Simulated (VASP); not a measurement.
# BaHfO3 (Pm-3m) in VASP: single point with HSE06

Aim: the single point of BaHfO3 with HSE06.

Program: VASP 6.6.1. These are calculated values, not measurements. Logs are shortened: lines on timing, memory, paths and dates and some standing lists are left out, and cuts for length are marked.

## (1) The cell of the first run

Symmetry: Pm-3m, No. 221, cubic system. The conventional cell has a = 4.349 Å, b = 4.349 Å, c = 4.349 Å, α = 90.00°, β = 90.00°, γ = 90.00°. Ba (site symmetry m-3m) has 12 O at 3.08 Å and 8 Hf at 3.77 Å within 4.0 Å. Hf (site symmetry m-3m) has 6 O at 2.17 Å within 2.9 Å. Within 2.9 Å of O (site symmetry 4/mmm) lie 2 Hf at 2.17 Å.

## (2) Single point, HSE06 (strain +4.1%)

File POSCAR:

```
BaHfO3
1.0
    4.3491452601      0.0000000000      0.0000000000
    0.0000000000      4.3491452601      0.0000000000
    0.0000000000      0.0000000000      4.3491452601
Ba Hf O
1 1 3
Direct
    0.5000000000      0.5000000000      0.9980043580
    0.0000000000      0.0000000000      0.4980043580
    0.0000000000      0.5000000000      0.4980043580
    0.5000000000      0.0000000000      0.4980043580
    0.0000000000      0.0000000000      0.9980043580
```

File INCAR.step1:

```
SYSTEM = BaHfO3
ALGO = Normal
EDIFF = 1E-5
ENCUT = 520
GGA = PE
ISIF = 2
ISMEAR = 0
LASPH = .TRUE.
LREAL = .FALSE.
LWAVE = .TRUE.
NBANDS = 27
NELM = 80
PREC = Accurate
SIGMA = 0.01
```

File INCAR.step2:

```
SYSTEM = BaHfO3
ALGO = Normal
EDIFF = 1E-7
ENCUT = 520
GGA = PE
HFSCREEN = 0.2079
ISIF = 2
ISMEAR = 0
ISTART = 1
LASPH = .TRUE.
LCHARG = .TRUE.
LELF = .TRUE.
LHFCALC = .TRUE.
LREAL = .FALSE.
LVHAR = .TRUE.
LWAVE = .FALSE.
NBANDS = 27
NELM = 80
PREC = Accurate
PRECFOCK = Fast
SIGMA = 0.01
```

File KPOINTS:

```
k-points
0
G
  4 4 4
  0 0 0
```

Potentials or basis: VASP PAW PBE potentials, release 64 (Ba_sv, Hf_pv, O).

Command:

```sh
> cat potpaw_PBE.64/Ba_sv/POTCAR potpaw_PBE.64/Hf_pv/POTCAR potpaw_PBE.64/O/POTCAR > POTCAR
> cp INCAR.step1 INCAR
> mpirun -np 1 vasp_std > vasp.out
> cp INCAR.step2 INCAR
> mpirun -np 1 vasp_std > vasp.out
```

OUTCAR:

```text
SYSTEM = BaHfO3
   EDIFF = 1E-7
   ENCUT = 520
   GGA = PE
   HFSCREEN = 0.2079
   ISIF = 2
   ISMEAR = 0
   ISTART = 1
   LASPH = .TRUE.
   LHFCALC = .TRUE.
   LREAL = .FALSE.
   NELM = 80
   PREC = Accurate
   PRECFOCK = Fast

 ion  position               nearest neighbor table
   1  0.500  0.500  0.998-   3 3.08   4 3.08   5 3.08   3 3.08   4 3.08   4 3.08   5 3.08   4 3.08
                             3 3.08   5 3.08   3 3.08   5 3.08   2 3.77   2 3.77   2 3.77   2 3.77
   2  0.000  0.000  0.498-   3 2.17   4 2.17   5 2.17   5 2.17   3 2.17   4 2.17   1 3.77   1 3.77
                             1 3.77   1 3.77   1 3.77   1 3.77   1 3.77   1 3.77
   3  0.000  0.500  0.498-   2 2.17   2 2.17   1 3.08   1 3.08   1 3.08   1 3.08
   4  0.500  0.000  0.498-   2 2.17   2 2.17   1 3.08   1 3.08   1 3.08   1 3.08
   5  0.000  0.000  0.998-   2 2.17   2 2.17   1 3.08   1 3.08   1 3.08   1 3.08

  LATTYP: Found a simple cubic cell.
 ALAT       =     4.3491452601

  Lattice vectors:

 A1 = (   4.3491452601,   0.0000000000,   0.0000000000)
 A2 = (   0.0000000000,   4.3491452601,   0.0000000000)
 A3 = (   0.0000000000,   0.0000000000,   4.3491452601)

Analysis of symmetry for initial positions (statically):
=====================================================================
 Subroutine PRICEL returns:
 Original cell was already a primitive cell.

 Routine SETGRP: Setting up the symmetry group for a
 simple cubic supercell.

 Subroutine GETGRP returns: Found 48 space group operations
 (whereof  8 operations were pure point group operations)
 out of a pool of 48 trial point group operations.

The static configuration has the point symmetry C_4v.
 The point group associated with its full space group is O_h .

Analysis of symmetry for dynamics (positions and initial velocities):
=====================================================================
 Subroutine PRICEL returns:
 Original cell was already a primitive cell.

 Routine SETGRP: Setting up the symmetry group for a
 simple cubic supercell.

 Subroutine GETGRP returns: Found 48 space group operations
 (whereof  8 operations were pure point group operations)
 out of a pool of 48 trial point group operations.

The dynamic configuration has the point symmetry C_4v.
 The point group associated with its full space group is O_h .

 Subroutine INISYM returns: Found 48 space group operations
 (whereof  8 operations are pure point group operations),
[... 95 lines left out ...]
   POTIM  = 0.5000    time-step for ionic-motion
   TEBEG  =    0.0;   TEEND  =   0.0 temperature during run
   PSTRESS=    0.0 pullay stress
   NELECT =      38.0000    total number of electrons
   NUPDOWN=      -1.0000    fix difference up-down
   EMIN   =  10.00;   EMAX   =-10.00  energy-range for DOS
   EFERMI =   0.00;   METHOD = LEGACY
   ISMEAR =     0;   SIGMA  =   0.01  broadening in eV -4-tet -1-fermi 0-gaus
   EFERMI_NEDOS =   21; number of points for ismear=-14 and -15
   IALGO  =     38    algorithm
   IMIX   =      1    mixing-type and parameters
     AMIX     =   0.40;   BMIX     =  1.00
     AMIX_MAG =   1.60;   BMIX_MAG =  1.00
  volume/ion in A,a.u.               =      16.45       111.03
  Fermi-wavevector in a.u.,A,eV,Ry     =   1.265510  2.391466 21.789929  1.601515
  Thomas-Fermi vector in A             =   2.398759
   LORBIT       =      0    0 simple, 1 ext, 2 COOP (PROOUT), +10 PAW based schemes
   GGA     = PE    functional components
   LHFCALC =     T    Hartree Fock is set to
   PRECFOCK=fast      Normal, Fast or Accurate (Low or Medium for compatibility)
   ENCUT4O =  -1.0   cutoff for four orbital integrals eV
   NKREDX  =     1    reduce k-point grid by
   NKREDY  =     1    reduce k-point grid by
   NKREDZ  =     1    reduce k-point grid by
   AEXX    =    0.2500 exact exchange contribution
   HFSCREEN=    0.2079 screening length (either q_TF or 0.3 A-1)
   HFSCREENC=   0.2079 screening length for correlation (either q_TF or 0.3 A-1)
   ENCUTFOCK=  -1.0 apply spherical cutoff to Coloumb kernel
   IVDW    =     0    specifies the selected vdW correction
   LEPSILON=     F    determine dielectric tensor
   LRPA    =     F    only Hartree local field effects (RPA)
 non-spin polarized calculation
 Gauss-broadening in eV      SIGMA  =   0.01
  energy-cutoff  :      520.00
  volume of cell :       82.26
 maximum number of plane-waves:      2272
  NGX = 18; NGY = 18; NGZ = 18

 number of electron      37.9999986 magnetization

 Free energy of the ion-electron system (eV)
  ---------------------------------------------------
  ext. energy  EPLUGINS =         0.00000000
  ---------------------------------------------------
  free energy    TOTEN  =       -51.09367976 eV

  energy without entropy =      -51.09367976  energy(sigma->0) =      -51.09367976

 E-fermi :   0.7915     XC(G=0):  -8.4317

 val. band max:        0.7379854637   @ k =   0.5000   0.5000   0.5000
 cond. band min:       5.4841461475   @ k =   0.0000   0.0000   0.0000
 fundamental gap:      4.7461606838
 Fermi energy:         0.7915395477

 k-point     1 :       0.0000    0.0000    0.0000
  band No.  band energies     occupation
      1     -30.3598      2.00000
      2     -30.3598      2.00000
      3     -30.3598      2.00000
      4     -26.2874      2.00000
      5     -17.2110      2.00000
      6     -16.6783      2.00000
[... 289 lines left out ...]
     26      10.9182      0.00000
     27      10.9182      0.00000

------------------------ aborting loop because EDIFF is reached ----------------------------------------

  FORCE on cell =-STRESS in cart. coord.  units (eV):
  Direction    XX          YY          ZZ          XY          YZ          ZX
  --------------------------------------------------------------------------------------
  -------------------------------------------------------------------------------------
  Total       -8.7298359     -8.7298359     -8.7298359      0.0000000      0.0000000     -0.0000000
  in kB     -170.0219233   -170.0219233   -170.0219233      0.0000000      0.0000000     -0.0000000
  external PRESSURE =    -170.0219233 kB  Pullay stress =       0.0000000 kB

 VOLUME and BASIS-vectors are now :
 -----------------------------------------------------------------------------
  energy-cutoff  :      520.00
  volume of cell :       82.26
      direct lattice vectors                 reciprocal lattice vectors
     4.349145260  0.000000000  0.000000000     0.229930237  0.000000000  0.000000000
     0.000000000  4.349145260  0.000000000     0.000000000  0.229930237  0.000000000
     0.000000000  0.000000000  4.349145260     0.000000000  0.000000000  0.229930237

 POSITION                                       TOTAL-FORCE (eV/Angst)
 -----------------------------------------------------------------------------------
      2.17457      2.17457      4.34047         0.000000     -0.000000     -0.000000
      0.00000      0.00000      2.16589         0.000000     -0.000000     -0.000000
      0.00000      2.17457      2.16589         0.000000     -0.000000      0.000000
      2.17457      0.00000      2.16589         0.000000      0.000000      0.000000
      0.00000      0.00000      4.34047        -0.000000      0.000000      0.000000
 -----------------------------------------------------------------------------------
    total drift:                               -0.000001      0.000011      0.000164

  FREE ENERGIE OF THE ION-ELECTRON SYSTEM (eV)
  ---------------------------------------------------
  free  energy   TOTEN  =       -51.0936797640 eV

  energy  without entropy=      -51.0936797640  energy(sigma->0) =      -51.09367976
```

OUTCAR.step1:

```text
SYSTEM = BaHfO3
   EDIFF = 1E-5
   ENCUT = 520
   GGA = PE
   ISIF = 2
[... 520 lines left out ...]
      0.00000      0.00000      2.16589         0.000000      0.000000      0.000000
      0.00000      2.17457      2.16589         0.000000     -0.000000      0.000000
      2.17457      0.00000      2.16589         0.000000     -0.000000      0.000000
      0.00000      0.00000      4.34047         0.000000      0.000000     -0.000000
 -----------------------------------------------------------------------------------
    total drift:                                0.000000      0.000000      0.000060

  FREE ENERGIE OF THE ION-ELECTRON SYSTEM (eV)
  ---------------------------------------------------
  free  energy   TOTEN  =       -43.1927800648 eV

  energy  without entropy=      -43.1927800648  energy(sigma->0) =      -43.19278006
```

OSZICAR.step1:

```text
N       E                     dE             d eps       ncg     rms          rms(c)
DAV:   1     0.208013118812E+03    0.20801E+03   -0.19737E+04   540   0.133E+03
DAV:   2    -0.376995007087E+02   -0.24571E+03   -0.23828E+03   680   0.300E+02
DAV:   3    -0.502858228998E+02   -0.12586E+02   -0.12526E+02   688   0.663E+01
DAV:   4    -0.505816267213E+02   -0.29580E+00   -0.29557E+00   777   0.796E+00
DAV:   5    -0.505852770613E+02   -0.36503E-02   -0.36494E-02   671   0.811E-01    0.452E+01
DAV:   6    -0.435176946573E+02    0.70676E+01   -0.38239E+01   621   0.313E+01    0.425E+01
DAV:   7    -0.432583889211E+02    0.25931E+00   -0.21962E+00   700   0.849E+00    0.305E+01
DAV:   8    -0.432382716942E+02    0.20117E-01   -0.77684E-01   627   0.612E+00    0.920E+00
DAV:   9    -0.431925214555E+02    0.45750E-01   -0.15316E-01   595   0.248E+00    0.205E+00
DAV:  10    -0.431929604687E+02   -0.43901E-03   -0.11547E-02   690   0.629E-01    0.998E-01
DAV:  11    -0.431927221073E+02    0.23836E-03   -0.85868E-04   673   0.170E-01    0.253E-01
DAV:  12    -0.431927732591E+02   -0.51152E-04   -0.11078E-04   666   0.640E-02    0.842E-02
DAV:  13    -0.431927800648E+02   -0.68057E-05   -0.10568E-05   503   0.202E-02
   1 F= -.43192780E+02 E0= -.43192780E+02  d E =-.127792E-40
```

It took 49 min on 1 thread of Oxide Virtual Turin-like, shared host; peak memory 0.28 GiB.

Results:

| Item | Value |
| --- | --- |
| Free energy | -51.0937 eV |
| Pressure | -17.0 GPa |
| Band gap on the k mesh | 4.75 eV (least direct gap 5.08 eV) |

Levels at points of the mesh, in eV from the valence-band top:
```
           k point  band 15  band 16  band 17  band 18  band 19  band 20  band 21  band 22  band 23  band 24
(0.00, 0.00, 0.00)    -0.89    -0.89    -0.34    -0.34    -0.34     4.75     4.75     4.75     6.00     6.00
(0.50, 0.00, 0.00)    -1.63    -1.63    -1.45    -0.66    -0.66     5.21     7.15     7.15     7.61     7.73
(0.50, 0.50, 0.00)    -2.15    -1.38    -0.99    -0.99    -0.06     7.07     7.07     7.44     7.92     8.87
(0.50, 0.50, 0.50)    -2.57    -2.57     0.00     0.00     0.00     7.08     7.08     7.08     8.50     8.50
```

Caveat: the cell differs from its parent crystal (strain +4.1%); the cell stands under tension; the PAW data sets were made with another functional, which shifts forces and pressure a little; spin-orbit coupling is left out, which moves the levels of the heavy elements. A k mesh can miss the band edges.
